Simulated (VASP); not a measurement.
The system is Zn.

```
Zn
1.0
     3.15959    0.00000    0.00000
    -1.57979    2.73628    0.00000
     0.00000    0.00000   10.15486
Zn
4
Direct
  0.00000 0.00000 0.00000
  0.33333 0.66667 0.25000
  0.00000 0.00000 0.50000
  0.66667 0.33333 0.75000
```

This cell differs from its parent crystal: Hg replaced by Zn, lengths x 0.955, strained.

Base run:

| Item | Value |
| --- | --- |
| Program | VASP 6.6.1 |
| Functional | PBE |
| Potentials or basis | VASP PAW PBE potentials, release 64 (Zn) |
| Cutoff | 500 eV |
| k mesh | 15 × 15 × 4 |
| Occupations | gaussian, width 0.1 eV |
| Spin | no spin polarisation |

Its results: band gap on the k mesh zero (band 24 reaches 1.87 eV, above the bottom of band 25 at -0.57 eV); pressure -8.8 GPa.

Question: The run is repeated on the same cell with these changes: k mesh from 15 × 15 × 4 to 6 × 6 × 2. What comes out?

Answer: Band gap on the k mesh zero (band 24 reaches 1.16 eV, above the bottom of band 25 at -0.56 eV); pressure -7.7 GPa.

Caveats: some runs use coarse meshes.
